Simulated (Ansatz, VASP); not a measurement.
## Be3Se2O: VASP beside Ansatz

```
Be Se O
1.0
     4.93393    0.00000    0.00000
    -2.46696    4.27291    0.00000
     0.00000    0.00000    5.07574
Be Se O
3 2 1
Direct
  0.18293 0.81707 0.00000
  0.18293 0.36586 0.00000
  0.63414 0.81707 0.00000
  0.00000 0.00000 0.50000
  0.66667 0.33333 0.00000
  0.00000 0.00000 0.00000
```

Alike in both runs: functional PBE; k mesh 3 × 3 × 3; occupations gaussian, width 0.15 eV; no spin polarisation.

Ansatz relaxed the structure, and its values are those at the end. VASP's run is a single point on that final structure, the one shown.

|  | VASP | Ansatz |
| --- | --- | --- |
| version | VASP 6.6.1 | Ansatz 0.2.0 |
| potentials or method | VASP PAW PBE potentials, release 64 (Be, Se, O), cutoff 600 eV | scalar-relativistic, plane waves, PAW |
| valence electrons in the cell | 24 | 44 |

VASP gave:

```
gap on the k mesh at the Fermi level (eV) : none
pressure (GPa)                            : 0.0
rms of the force components (eV/Å)        : 0.016
```

Problem. Which values does Ansatz return?

Solution. gap on the k mesh at the Fermi level (eV): none; pressure (GPa): 0.0; rms of the force components (eV/Å): 0.005.

A gap of «none» marks a metal or a gap that the smearing closes. VASP's potentials hold 24 valence electrons a cell and Ansatz's 44, so a difference there can come from the potentials and not from the codes.

The k mesh is coarse, so the values compare programs but aren't converged.
